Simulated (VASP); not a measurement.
# Sc (P6_3/mmc) in VASP: notebook

The runs below take Sc through electric field gradients, with PBEsol.

All numbers are computed with VASP 6.6.1; they aren't measurements. Logs are shortened: lines on timing, memory, paths and dates and some standing lists are left out, and cuts for length are marked.

### 1 The cell of the first run

It takes space group P6_3/mmc (No. 194, hexagonal). The conventional cell has a = 3.269 Å, b = 3.269 Å, c = 5.297 Å, α = 90.00°, β = 90.00°, γ = 120.00°. Within 4.3 Å of Sc (site symmetry -6m2) lie 12 Sc at 3.25 to 3.27 Å.

### 2 Electric field gradients, PBEsol, collinear spin (24.51 Å³/atom)

The input, INCAR:

```
SYSTEM = Sc
  ALGO = Normal
  EDIFF = 1E-8
  ENCUT = 400
  GGA = PS
  GGA_COMPAT = .False.
  ISIF = 2
  ISMEAR = -1
  ISPIN = 2
  LASPH = .True.
  LCHARG = .False.
  LEFG = .True.
  LMAXMIX = 4
  LORBIT = 11
  LREAL = .False.
  LWAVE = .False.
  MAGMOM = 1 1
  NBANDS = 22
  NELM = 200
  PREC = Accurate
  SIGMA = 0.08
```

The input, KPOINTS:

```
k-points
0
Gamma
  14 14 8
  0 0 0
```

The input, POSCAR:

```
Sc
1.0
    3.2691355278      0.0000000000      0.0000000000
   -1.6345677639      2.8311544155      0.0000000000
    0.0000000000      0.0000000000      5.2967822352
Sc
2
Direct
    0.3333333333      0.6666666667      0.2500000000
    0.6666666667      0.3333333333      0.7500000000
```

Potentials or basis: VASP PAW PBE potentials, release 64 (Sc_sv).

On the command line:

```sh
> cat potpaw_PBE.64/Sc_sv/POTCAR > POTCAR
> mpirun -np 1 vasp_std > vasp.out
```

OUTCAR:

```text
SYSTEM = Sc
   EDIFF = 1E-8
   ENCUT = 400
   GGA = PS
   ISIF = 2
   ISMEAR = -1
   ISPIN = 2
   LASPH = .True.
   LORBIT = 11
   LREAL = .False.
   NELM = 200
   PREC = Accurate

 ion  position               nearest neighbor table
   1  0.333  0.667  0.250-   2 3.25   2 3.25   2 3.25   2 3.25   2 3.25   2 3.25
   2  0.667  0.333  0.750-   1 3.25   1 3.25   1 3.25   1 3.25   1 3.25   1 3.25

  LATTYP: Found a hexagonal cell.
 ALAT       =     3.2691355278
 C/A-ratio  =     1.6202394150

  Lattice vectors:

 A1 = (   3.2691355278,   0.0000000000,   0.0000000000)
 A2 = (  -1.6345677639,   2.8311544155,   0.0000000000)
 A3 = (   0.0000000000,   0.0000000000,   5.2967822352)

Analysis of symmetry for initial positions (statically):
=====================================================================
 Subroutine PRICEL returns:
 Original cell was already a primitive cell.

 Routine SETGRP: Setting up the symmetry group for a
 hexagonal supercell.

 Subroutine GETGRP returns: Found 24 space group operations
 (whereof 12 operations were pure point group operations)
 out of a pool of 24 trial point group operations.

The static configuration has the point symmetry D_3d.
 The point group associated with its full space group is D_6h.

Analysis of symmetry for dynamics (positions and initial velocities):
=====================================================================
 Subroutine PRICEL returns:
 Original cell was already a primitive cell.

 Routine SETGRP: Setting up the symmetry group for a
 hexagonal supercell.

 Subroutine GETGRP returns: Found 24 space group operations
 (whereof 12 operations were pure point group operations)
 out of a pool of 24 trial point group operations.

The dynamic configuration has the point symmetry D_3d.
 The point group associated with its full space group is D_6h.

Analysis of structural, dynamic, and magnetic symmetry:
=====================================================================
 Subroutine PRICEL returns:
 Original cell was already a primitive cell.

 Routine SETGRP: Setting up the symmetry group for a
 hexagonal supercell.

 Subroutine GETGRP returns: Found 24 space group operations
 (whereof 12 operations were pure point group operations)
 out of a pool of 24 trial point group operations.

The overall configuration has the point symmetry D_3d.
 The point group associated with its full space group is D_6h.

 Subroutine INISYM returns: Found 24 space group operations
 (whereof 12 operations are pure point group operations),
 and found     1 'primitive' translations

----------------------------------------------------------------------------------------

                                     Primitive cell

  volume of cell :      49.0240

  direct lattice vectors                    reciprocal lattice vectors
     3.269135528  0.000000000  0.000000000     0.305891264  0.176606404  0.000000000
    -1.634567764  2.831154415  0.000000000     0.000000000  0.353212808  0.000000000
     0.000000000  0.000000000  5.296782235     0.000000000  0.000000000  0.188793867

  length of vectors
     3.269135528  3.269135528  5.296782235     0.353212808  0.353212808  0.188793867

  position of ions in fractional coordinates (direct lattice)
     0.333333333  0.666666667  0.250000000
     0.666666667  0.333333333  0.750000000

  ion indices of the primitive-cell ions
   primitive index   ion index
                 1           1
                 2           2

----------------------------------------------------------------------------------------

 KPOINTS: k-points

Automatic generation of k-mesh.
 Grid dimensions read from file:
 generate k-points for:   14   14    8

 Generating k-lattice:

  Cartesian coordinates                     Fractional coordinates (reciprocal lattice)
     0.021849376  0.012614743  0.000000000     0.071428571  0.000000000  0.000000000
     0.000000000  0.025229486  0.000000000     0.000000000  0.071428571  0.000000000
     0.000000000  0.000000000  0.023599233     0.000000000  0.000000000  0.125000000

  Length of vectors
     0.025229486  0.025229486  0.023599233

  Shift w.r.t. Gamma in fractional coordinates (k-lattice)
     0.000000000  0.000000000  0.000000000

 Subroutine IBZKPT returns following result:
 ===========================================

 Found    120 irreducible k-points:

 Following reciprocal coordinates:
            Coordinates               Weight
  0.000000  0.000000  0.000000      1.000000
  0.071429  0.000000  0.000000      6.000000
  0.142857 -0.000000  0.000000      6.000000
  0.214286  0.000000  0.000000      6.000000
  0.285714  0.000000  0.000000      6.000000
  0.357143 -0.000000  0.000000      6.000000
[... 16 lines left out ...]
  0.285714  0.285714  0.000000      6.000000
  0.357143  0.285714  0.000000      6.000000
 [... further k-points ...]
   k-points           NKPTS =    120   k-points in BZ     NKDIM =    120   number of bands    NBANDS=     22
   number of dos      NEDOS =    301   number of ions     NIONS =      2
   total plane-waves  NPLWV =  20736
   dimension x,y,z NGX =    24 NGY =   24 NGZ =   36
   dimension x,y,z NGXF=    48 NGYF=   48 NGZF=   72
   ions per type =               2
   NGX,Y,Z   is equivalent  to a cutoff of  12.20, 12.20, 11.30 a.u.
   NGXF,Y,Z  is equivalent  to a cutoff of  24.41, 24.41, 22.60 a.u.
 SYSTEM =  Sc
   PREC   = accura    normal or accurate (medium, high low for compatibility)
   ISTART =      0    job   : 0-new  1-cont  2-samecut
   ICHARG =      2    charge: 1-file 2-atom 10-const
   ISPIN  =      2    spin polarized calculation?
   LNONCOLLINEAR =      F non collinear calculations
   LSORBIT =      F    spin-orbit coupling
   LASPH  =      T    aspherical Exc in radial PAW
   ENCUT  =  400.0 eV  29.40 Ry    5.42 a.u.   5.33  5.33  8.64*2*pi/ulx,y,z
   NELM   =    200;   NELMIN=  2; NELMDL= -5     # of ELM steps
   EDIFF  = 0.1E-07   stopping-criterion for ELM
   LREAL  =      F    real-space projection
   EDIFFG = 0.1E-06   stopping-criterion for IOM
   NSW    =      0    number of steps for IOM
   IBRION =     -1    ionic relax: 0-MD 1-quasi-New 2-CG
   NFREE  =      0    steps in history (QN), initial steepest desc. (CG)
   ISIF   =      2    stress and relaxation
   ISYM   =      2    0-nonsym 1-usesym 2-fastsym
   POTIM  = 0.5000    time-step for ionic-motion
   TEBEG  =    0.0;   TEEND  =   0.0 temperature during run
   PSTRESS=    0.0 pullay stress
   NELECT =      22.0000    total number of electrons
   NUPDOWN=      -1.0000    fix difference up-down
   EMIN   =  10.00;   EMAX   =-10.00  energy-range for DOS
   EFERMI =   0.00;   METHOD = LEGACY
   ISMEAR =    -1;   SIGMA  =   0.08  broadening in eV -4-tet -1-fermi 0-gaus
   EFERMI_NEDOS =   21; number of points for ismear=-14 and -15
   IALGO  =     38    algorithm
   IMIX   =      4    mixing-type and parameters
     AMIX     =   0.40;   BMIX     =  1.00
     AMIX_MAG =   1.60;   BMIX_MAG =  1.00
  volume/ion in A,a.u.               =      24.51       165.42
  Fermi-wavevector in a.u.,A,eV,Ry     =   1.253371  2.368527 21.373909  1.570938
  Thomas-Fermi vector in A             =   2.387227
   LORBIT       =     11    0 simple, 1 ext, 2 COOP (PROOUT), +10 PAW based schemes
   GGA     = PS    functional components
   LHFCALC =     F    Hartree Fock is set to
   AEXX    =    0.0000 exact exchange contribution
   IVDW    =     0    specifies the selected vdW correction
   LEPSILON=     F    determine dielectric tensor
   LRPA    =     F    only Hartree local field effects (RPA)
 spin polarized calculation
  energy-cutoff  :      400.00
  volume of cell :       49.02
 maximum number of plane-waves:       917
 NGX is ok and might be reduce to    24
   NGX = 11   NGY = 11   NGZ = 17

 number of electron      21.9999994 magnetization       0.0141553

 number of electron      21.9999994 magnetization      -0.0000868

 Free energy of the ion-electron system (eV)
  ---------------------------------------------------
  ext. energy  EPLUGINS =         0.00000000
  ---------------------------------------------------
  free energy    TOTEN  =       -13.23090258 eV

  energy without entropy =      -13.14422280  energy(sigma->0) =      -13.18756269

 E-fermi :   3.6148     XC(G=0): -10.0133

 val. band max:        3.5998250896   @ k =   0.2857   0.1429   0.3750
 cond. band min:       3.6226426432   @ k =   0.2857   0.0714   0.3750
 fundamental gap:      0.0228175536
 Fermi energy:         3.6148368537

 spin component 1

 k-point     1 :       0.0000    0.0000    0.0000
  band No.  band energies     occupation
      1     -45.5790      1.00000
      2     -45.5154      1.00000
      3     -24.4887      1.00000
      4     -24.1353      1.00000
      5     -24.1353      1.00000
      6     -24.0794      1.00000
[... 14 lines left out ...]
     21      10.4398      0.00000
     22      15.8692      0.00000

 k-point     2 :       0.0714    0.0000    0.0000
  band No.  band energies     occupation
      1     -45.5762      1.00000
      2     -45.5139      1.00000
      3     -24.4819      1.00000
      4     -24.1503      1.00000
      5     -24.1401      1.00000
      6     -24.0950      1.00000
[... 542 lines left out ...]
 k-point    24 :       0.3571    0.2857    0.0000
  band No.  band energies     occupation
      1     -45.5053      1.00000
      2     -45.5002      1.00000
      3     -24.3847      1.00000
      4     -24.3216      1.00000
      5     -24.3155      1.00000
      6     -24.2499      1.00000
[... 14 lines left out ...]
     21       9.5453      0.00000
     22      12.4185      0.00000

 [... further k-points ...]

 spin component 2

 k-point     1 :       0.0000    0.0000    0.0000
  band No.  band energies     occupation
      1     -45.5790      1.00000
      2     -45.5154      1.00000
      3     -24.4887      1.00000
      4     -24.1353      1.00000
      5     -24.1353      1.00000
      6     -24.0794      1.00000
[... 14 lines left out ...]
     21      10.4397      0.00000
     22      15.8692      0.00000

 k-point     2 :       0.0714    0.0000    0.0000
  band No.  band energies     occupation
      1     -45.5763      1.00000
      2     -45.5140      1.00000
      3     -24.4819      1.00000
      4     -24.1503      1.00000
      5     -24.1401      1.00000
      6     -24.0951      1.00000
[... 542 lines left out ...]
 k-point    24 :       0.3571    0.2857    0.0000
  band No.  band energies     occupation
      1     -45.5053      1.00000
      2     -45.5002      1.00000
      3     -24.3847      1.00000
      4     -24.3216      1.00000
      5     -24.3155      1.00000
      6     -24.2500      1.00000
[... 14 lines left out ...]
     21       9.5453      0.00000
     22      12.4185      0.00000

 [... further k-points ...]
[... 5 lines left out ...]
  --------------------------------------------------------------------------------------
  -------------------------------------------------------------------------------------
  Total       -0.2564901     -0.2564901     -1.1109451      0.0000000      0.0000000     -0.0000000
  in kB       -8.3824819     -8.3824819    -36.3073535      0.0000000      0.0000000     -0.0000000
  external PRESSURE =     -17.6907724 kB  Pullay stress =       0.0000000 kB

 VOLUME and BASIS-vectors are now :
 -----------------------------------------------------------------------------
  energy-cutoff  :      400.00
  volume of cell :       49.02
      direct lattice vectors                 reciprocal lattice vectors
     3.269135528  0.000000000  0.000000000     0.305891264  0.176606404  0.000000000
    -1.634567764  2.831154415  0.000000000     0.000000000  0.353212808  0.000000000
     0.000000000  0.000000000  5.296782235     0.000000000  0.000000000  0.188793867

 POSITION                                       TOTAL-FORCE (eV/Angst)
 -----------------------------------------------------------------------------------
     -0.00000      1.88744      1.32420        -0.000000      0.000000      0.000000
      1.63457      0.94372      3.97259         0.000000     -0.000000      0.000000
 -----------------------------------------------------------------------------------
    total drift:                                0.000000     -0.000000      0.000000

  FREE ENERGIE OF THE ION-ELECTRON SYSTEM (eV)
  ---------------------------------------------------
  free  energy   TOTEN  =       -13.2309025751 eV

  energy  without entropy=      -13.1442227954  energy(sigma->0) =      -13.18756269

 Electric field gradients (V/A^2)
---------------------------------------------------------------------
 ion       V_xx      V_yy      V_zz      V_xy      V_xz      V_yz
---------------------------------------------------------------------
   1      -3.263    -3.263     6.527     0.000    -0.000     0.000
   2      -3.263    -3.263     6.527     0.000     0.000    -0.000
---------------------------------------------------------------------

 Electric field gradients after diagonalization (V/A^2)
 (convention: |V_zz| > |V_xx| > |V_yy|)
----------------------------------------------------------------------
 ion       V_xx      V_yy      V_zz     asymmetry (V_yy - V_xx)/ V_zz
----------------------------------------------------------------------
   1      -3.263    -3.263     6.527       0.000
   2      -3.263    -3.263     6.527       0.000
----------------------------------------------------------------------

           NMR quadrupolar parameters

 Cq : quadrupolar parameter    Cq=e*Q*V_zz/h
 eta: asymmetry parameters     (V_yy - V_xx)/ V_zz
 Q  : nuclear electric quadrupole moment in mb (millibarn)
----------------------------------------------------------------------
 ion       Cq(MHz)       eta       Q (mb)
----------------------------------------------------------------------
   1       0.016       0.000       1.000
   2       0.016       0.000       1.000
----------------------------------------------------------------------

 total charge

# of ion       s       p       d       tot
------------------------------------------
    1        2.277   6.105   1.005   9.388
    2        2.277   6.105   1.005   9.388
--------------------------------------------------
tot          4.555  12.210   2.010  18.775

 magnetization (x)

# of ion       s       p       d       tot
------------------------------------------
    1       -0.000  -0.000  -0.000  -0.000
    2       -0.000  -0.000  -0.000  -0.000
--------------------------------------------------
tot         -0.000  -0.000  -0.000  -0.000
```

Run time: 100 s. Hardware: 1 thread of Intel Xeon 6975P-C (Granite Rapids), shared host; peak memory 0.25 GiB.

What came out:

| Quantity | Value |
| --- | --- |
| Free energy | -13.2309 eV |
| Pressure | -1.8 GPa |
| Band gap on the k mesh | zero (filled and empty bands overlap) |
| Net moment | 0.00 μB per cell |
| Largest electric field gradient by atom | Sc +6.5 V/Å² |
| Valence electrons inside the program's atomic spheres | Sc 9.39 |

Electric field gradients, principal values (V/Å²):
```
atom   least  middle  greatest (by size)
1 Sc  -3.263  -3.263               6.527
2 Sc  -3.263  -3.263               6.527
```

Caveat: without QUAD_EFG the Cq values of the log hold for a quadrupole moment of 1 mb, not for the nuclei; the PAW data sets were made with another functional, which shifts forces and pressure a little.

### 3 Electric field gradients, PBEsol, collinear spin

This run uses another cell than the first one, of 25.01 Å³/atom.

The input, INCAR:

```
ALGO = Normal
EDIFF = 1E-8
ENCUT = 400
GGA = PS
GGA_COMPAT = F
ISIF = 2
ISMEAR = -1
ISPIN = 2
LASPH = T
LCHARG = F
LEFG = T
LMAXMIX = 4
LORBIT = 11
LREAL = F
LWAVE = F
MAGMOM = 1 1
NBANDS = 22
NELM = 200
PREC = Accurate
SIGMA = 0.08
```

The input, KPOINTS:

```
k-points
0
Gamma
  14 14 8
```

The input, POSCAR:

```
Sc
1.0
    3.2912249515      0.0000000000      0.0000000000
   -1.6456124757      2.8502844175      0.0000000000
    0.0000000000      0.0000000000      5.3325723900
Sc
2
Direct
    0.3333333333      0.6666666667      0.2500000000
    0.6666666667      0.3333333333      0.7500000000
```

Potentials or basis: VASP PAW PBE potentials, release 64 (Sc_sv).

On the command line:

```sh
> cat potpaw_PBE.64/Sc_sv/POTCAR > POTCAR
> mpirun -np 1 vasp_std > vasp.out
```

OUTCAR:

```text
EDIFF = 1E-8
   ENCUT = 400
   GGA = PS
   ISIF = 2
   ISMEAR = -1
   ISPIN = 2
   LASPH = T
   LORBIT = 11
   LREAL = F
   NELM = 200
   PREC = Accurate

 ion  position               nearest neighbor table
   1  0.333  0.667  0.250-   2 3.27   2 3.27   2 3.27   2 3.27   2 3.27   2 3.27
   2  0.667  0.333  0.750-   1 3.27   1 3.27   1 3.27   1 3.27   1 3.27   1 3.27

  LATTYP: Found a hexagonal cell.
 ALAT       =     3.2912249515
 C/A-ratio  =     1.6202394150

  Lattice vectors:

 A1 = (   3.2912249515,   0.0000000000,   0.0000000000)
[... 1449 lines left out ...]
---------------------------------------------------------------------

 Electric field gradients after diagonalization (V/A^2)
 (convention: |V_zz| > |V_xx| > |V_yy|)
----------------------------------------------------------------------
 ion       V_xx      V_yy      V_zz     asymmetry (V_yy - V_xx)/ V_zz
----------------------------------------------------------------------
   1      -3.016    -3.015     6.031       0.000
   2      -3.016    -3.015     6.031       0.000
----------------------------------------------------------------------

           NMR quadrupolar parameters

 Cq : quadrupolar parameter    Cq=e*Q*V_zz/h
 eta: asymmetry parameters     (V_yy - V_xx)/ V_zz
 Q  : nuclear electric quadrupole moment in mb (millibarn)
----------------------------------------------------------------------
 ion       Cq(MHz)       eta       Q (mb)
----------------------------------------------------------------------
   1       0.015       0.000       1.000
   2       0.015       0.000       1.000
----------------------------------------------------------------------

 total charge

# of ion       s       p       d       tot
------------------------------------------
    1        2.274   6.102   0.992   9.368
    2        2.274   6.102   0.992   9.368
--------------------------------------------------
tot          4.547  12.204   1.984  18.735

 magnetization (x)

# of ion       s       p       d       tot
------------------------------------------
    1       -0.000  -0.000  -0.000  -0.000
    2       -0.000  -0.000  -0.000  -0.000
--------------------------------------------------
tot         -0.000  -0.000  -0.000  -0.000
```

OSZICAR:

```text
N       E                     dE             d eps       ncg     rms          rms(c)
DAV:   1     0.276252207018E+03    0.27625E+03   -0.94859E+03 10624   0.871E+02
DAV:   2    -0.355854434024E+01   -0.27981E+03   -0.27491E+03 10856   0.399E+02
DAV:   3    -0.143354082916E+02   -0.10777E+02   -0.10451E+02 16216   0.977E+01
DAV:   4    -0.145082917216E+02   -0.17288E+00   -0.17247E+00 15896   0.112E+01
[... 13 lines left out ...]
DAV:  18    -0.132174445111E+02   -0.48338E-05   -0.74326E-05 16120   0.351E-02    0.155E-03
DAV:  19    -0.132174448363E+02   -0.32516E-06   -0.10244E-06 13536   0.690E-03    0.493E-04
DAV:  20    -0.132174448092E+02    0.27057E-07   -0.28614E-08 10870   0.122E-03    0.265E-04
DAV:  21    -0.132174448101E+02   -0.94860E-09   -0.96335E-09  6892   0.750E-04
   1 F= -.13217445E+02 E0= -.13173343E+02  d E =-.882044E-01  mag=    -0.0000
```

It took 99 s on 1 thread of Intel Xeon 6975P-C (Granite Rapids), shared host; peak memory 0.25 GiB.

Results:

| Item | Value |
| --- | --- |
| Free energy | -13.2174 eV |
| Pressure | -2.8 GPa |
| Band gap on the k mesh | zero (filled and empty bands overlap) |
| Net moment | 0.00 μB per cell |
| Largest electric field gradient by atom | Sc +6.0 V/Å² |
| Valence electrons inside the program's atomic spheres | Sc 9.37 |

Stress tensor (GPa, compression positive):
```
-1.88  0.00  0.00
 0.00 -1.88  0.00
 0.00  0.00 -4.52
```

Electric field gradients, principal values (V/Å²):
```csv
atom,least,middle,greatest (by size)
1 Sc,-3.015,-3.016,6.031
2 Sc,-3.015,-3.016,6.031
```

Caveat: without QUAD_EFG the Cq values of the log hold for a quadrupole moment of 1 mb, not for the nuclei; the PAW data sets were made with another functional, which shifts forces and pressure a little.

The gap in the log of VASP goes by the Fermi energy; the results here count the filled bands.